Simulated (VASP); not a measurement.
# Ag (P6_3/mmc) in VASP: further runs, part 2 of 2

VASP 6.6.1. The steps go on from the part before.

## (5) Single point, PBE

Contents of INCAR:

```
SYSTEM = Ag
PREC     = Accurate       ! precision mode
ENCUT    = 520            ! plane-wave cutoff, eV
EDIFF    = 1E-7           ! SCF threshold, eV
ISMEAR   = 1              ! smearing method
SIGMA    = 0.06802846561497 ! smearing width, eV
LREAL    = .False.        ! projectors in reciprocal space
LASPH    = .True.         ! aspherical terms in the spheres
NELM     = 100            ! most SCF steps
ALGO     = Fast           ! electronic algorithm
ISIF     = 2              ! what is computed and relaxed
LWAVE    = .False.        ! write WAVECAR
LCHARG   = .False.        ! write CHGCAR
GGA      = PE             ! functional
NBANDS   = 18             ! bands
```

Contents of KPOINTS:

```
Automatic mesh
0
Gamma
  3 3 2
  0 0 0
```

Contents of POSCAR:

```
Ag
1.0
    2.9222991408      0.0000000000      0.0000000000
   -1.4611495704      2.5307852934      0.0000000000
    0.0000000000      0.0000000000      4.7016618100
Ag
2
Direct
    0.3333333333      0.6666666667      0.2500000000
    0.6666666667      0.3333333333      0.7500000000
```

Run with:

```bash
$ cat potpaw_PBE.64/Ag/POTCAR > POTCAR
$ mpirun -np 1 vasp_std > vasp.out
```

It took 4.5 s on 1 thread of Intel Xeon Platinum 8488C (Sapphire Rapids), shared host; peak memory 0.14 GiB.

It converged, with:

```yaml
Free_energy: -5.6131 eV
Pressure: 1.7 GPa
Band_gap_on_the_k_mesh: zero (band 11 reaches 12.13 eV, above the bottom of band 12 at 4.75 eV)
```

Stress tensor (GPa, compression positive):
```
1.30 0.00 0.00
0.00 1.30 0.00
0.00 0.00 2.61
```

Levels at points of the mesh, in eV from the Fermi level:
| k point | band 8 | band 9 | band 10 | band 11 | band 12 | band 13 | band 14 | band 15 |
| --- | --- | --- | --- | --- | --- | --- | --- | --- |
| (0.00, 0.00, 0.00) | -2.80 | -2.80 | -1.76 | -1.76 | 1.11 | 5.03 | 16.85 | 19.11 |
| (0.00, 0.00, 0.50) | -3.12 | -2.06 | -2.06 | -2.06 | -2.06 | 12.68 | 12.68 | 17.20 |

Caveat: the k points lie up to 0.83 Å⁻¹ apart.

## (6) Single point, PBE

Contents of INCAR:

```
PREC = Accurate
ENCUT = 520
EDIFF = 1E-6
ISMEAR = 0
SIGMA = 0.1
LREAL = F
LASPH = T
NELM = 60
ALGO = Normal
ISIF = 2
LWAVE = F
LCHARG = F
GGA = PE
NELECT = 21.0
ISYM = 0
NBANDS = 18
```

Contents of KPOINTS:

```
Automatic mesh
0
Gamma
  4 7 1
  0.5 0.5 0
```

POSCAR is that of step 5.

Potentials or basis: VASP PAW PBE potentials, release 64 (Ag).

Run with:

```bash
$ cat potpaw_PBE.64/Ag/POTCAR > POTCAR
$ mpirun -np 1 vasp_std > vasp.out
```

OUTCAR:

```text
PREC = Accurate
   ENCUT = 520
   EDIFF = 1E-6
   ISMEAR = 0
   LREAL = F
   LASPH = T
   NELM = 60
   ISIF = 2
   GGA = PE
   NELECT = 21.0
   ISYM = 0

 ion  position               nearest neighbor table
   1  0.333  0.667  0.250-   2 2.89   2 2.89   2 2.89   2 2.89   2 2.89   2 2.89
   2  0.667  0.333  0.750-   1 2.89   1 2.89   1 2.89   1 2.89   1 2.89   1 2.89

IMPORTANT INFORMATION: All symmetrisations will be switched off!
NOSYMM: (Re-)initialisation of all symmetry stuff for point group C_1.
[... 455 lines left out ...]

------------------------ aborting loop because EDIFF is reached ----------------------------------------

  FORCE on cell =-STRESS in cart. coord.  units (eV):
  Direction    XX          YY          ZZ          XY          YZ          ZX
  --------------------------------------------------------------------------------------
  -------------------------------------------------------------------------------------
  Total      -12.4940391    -13.1752691    -12.7295819      0.0262496      0.0000019     -0.0000009
  in kB     -575.6812495   -607.0699251   -586.5342316      1.2094901      0.0000876     -0.0000407
  external PRESSURE =    -589.7618021 kB  Pullay stress =       0.0000000 kB

 VOLUME and BASIS-vectors are now :
 -----------------------------------------------------------------------------
  energy-cutoff  :      520.00
  volume of cell :       34.77
      direct lattice vectors                 reciprocal lattice vectors
     2.922299141  0.000000000  0.000000000     0.342196316  0.197567135  0.000000000
    -1.461149570  2.530785293  0.000000000     0.000000000  0.395134270  0.000000000
     0.000000000  0.000000000  4.701661810     0.000000000  0.000000000  0.212690755

 POSITION                                       TOTAL-FORCE (eV/Angst)
 -----------------------------------------------------------------------------------
     -0.00000      1.68719      1.17542         0.026460     -0.020771     -0.000000
      1.46115      0.84360      3.52625        -0.026460      0.020771      0.000000
 -----------------------------------------------------------------------------------
    total drift:                                0.000002      0.000002      0.000000

  FREE ENERGIE OF THE ION-ELECTRON SYSTEM (eV)
  ---------------------------------------------------
  free  energy   TOTEN  =       -13.2474047891 eV

  energy  without entropy=      -13.2450619072  energy(sigma->0) =      -13.24623335
```

OSZICAR:

```text
N       E                     dE             d eps       ncg     rms          rms(c)
DAV:   1     0.111467069268E+03    0.11147E+03   -0.10731E+04   504   0.113E+03
DAV:   2    -0.119679788024E+02   -0.12344E+03   -0.11697E+03   520   0.255E+02
DAV:   3    -0.141002917839E+02   -0.21323E+01   -0.21207E+01   556   0.376E+01
DAV:   4    -0.141069911227E+02   -0.66993E-02   -0.66985E-02   616   0.209E+00
DAV:   5    -0.141070434019E+02   -0.52279E-04   -0.52278E-04   570   0.194E-01    0.726E+00
DAV:   6    -0.132629233039E+02    0.84412E+00   -0.35334E+00   516   0.183E+01    0.485E+00
DAV:   7    -0.132453665600E+02    0.17557E-01   -0.61494E-02   524   0.250E+00    0.266E+00
DAV:   8    -0.132481354722E+02   -0.27689E-02   -0.96674E-03   562   0.869E-01    0.216E-01
DAV:   9    -0.132473875212E+02    0.74795E-03   -0.26142E-03   546   0.519E-01    0.211E-02
DAV:  10    -0.132474144682E+02   -0.26947E-04   -0.79208E-05   584   0.878E-02    0.274E-02
DAV:  11    -0.132474065194E+02    0.79487E-05   -0.13278E-05   542   0.397E-02    0.109E-02
DAV:  12    -0.132474049010E+02    0.16185E-05   -0.35721E-06   506   0.192E-02    0.271E-03
DAV:  13    -0.132474047891E+02    0.11186E-06   -0.32096E-07   276   0.567E-03
   1 F= -.13247405E+02 E0= -.13246233E+02  d E =-.234288E-02
```

stdout:

```text
POSCAR found type information on POSCAR Ag
 POSCAR found :  1 types and       2 ions
 scaLAPACK will be used
 LDA part: xc-table for (Slater+PW92), standard interpolation
 -----------------------------------------------------------------------------
|                                                                             |
[... 14 lines left out ...]
|                                                                             |
 -----------------------------------------------------------------------------

 POSCAR, INCAR and KPOINTS ok, starting setup
 FFT: planning ... GRIDC
 FFT: planning ... GRID_SOFT
 FFT: planning ... GRID
 WAVECAR not read
 entering main loop
 the old and the new charge density differ
 old charge density:    22.00000 new   21.00000
    0.726E+00
```

Wall time 5.6 s (1 thread of Intel Xeon Platinum 8488C (Sapphire Rapids), shared host); peak memory 0.14 GiB.

What came out:

| Item | Value |
| --- | --- |
| Free energy | -13.2474 eV |
| Largest force | 0.034 eV/Å |

Forces in eV/Å, atoms in the order of the input:
```
Ag   0.026 -0.021  0.000
Ag  -0.026  0.021  0.000
```

Caveat: the k points lie up to 1.34 Å⁻¹ apart; the cell carries a net charge on a neutralising background, which shifts energy and pressure; the cell is charged against a uniform background, so pressure and absolute levels hang on convention.

## (7) Summary

```csv
k mesh,smearing,gap on the mesh (eV),pressure (GPa)
2 × 2 × 1,gaussian 0.1 eV,none,9.6
3 × 3 × 1,gaussian 0.1 eV,none,1.4
3 × 3 × 2,methfessel-paxton 0.0680285 eV,none,1.7
```

Alike in all rows: task single point; level PBE; potentials or basis VASP PAW PBE potentials, release 64 (Ag); no spin polarisation; cell as given; cutoff (eV) 520.

Caveats: all runs use coarse meshes.

Absolute energies hang on the potentials; compare differences alone.
